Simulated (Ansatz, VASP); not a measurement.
One calculation of Hf2Bi3O2, two programs

```xyz
7
Lattice="4.6676 0.0000 0.0000 0.0000 4.6676 0.0000 0.0000 0.0000 6.9140" Properties=species:S:1:pos:R:3 pbc="T T T"
Hf    0.0000    0.0000    4.8954
Hf    0.0000    0.0000    2.0186
Bi    0.0000    2.3338    0.0000
Bi    2.3338    0.0000    0.0000
Bi    2.3338    2.3338    3.4570
O     0.0000    2.3338    3.4570
O     2.3338    0.0000    3.4570
```

Alike in both runs: functional PBE; k mesh 4 × 4 × 3; occupations gaussian, width 0.2 eV; no spin polarisation.

Ansatz relaxed the structure, and its values are those at the end. VASP's run is a single point on that final structure, the one shown.

|  | VASP | Ansatz |
| --- | --- | --- |
| version | VASP 6.6.1 | Ansatz 0.2.0 |
| potentials or method | VASP PAW PBE potentials, release 64 (Hf_pv, Bi_d, O), cutoff 600 eV | scalar-relativistic, plane waves, PAW |
| valence electrons in the cell | 77 | 109 |

Ansatz gave:

| Quantity | Value |
| --- | --- |
| gap on the k mesh at the Fermi level (eV) | none |
| pressure (GPa) | 0.0 |
| rms of the force components (eV/Å) | 0.004 |

Q: Estimate VASP's values.

A: gap on the k mesh at the Fermi level (eV): none; pressure (GPa): -0.4; rms of the force components (eV/Å): 0.013.

A gap of «none» marks a metal or a gap that the smearing closes. With one functional, cell and mesh, what is left measures potentials, basis and numerics. VASP's potentials hold 77 valence electrons a cell and Ansatz's 109, so a difference there can come from the potentials and not from the codes.

Neither program's run includes spin-orbit coupling.
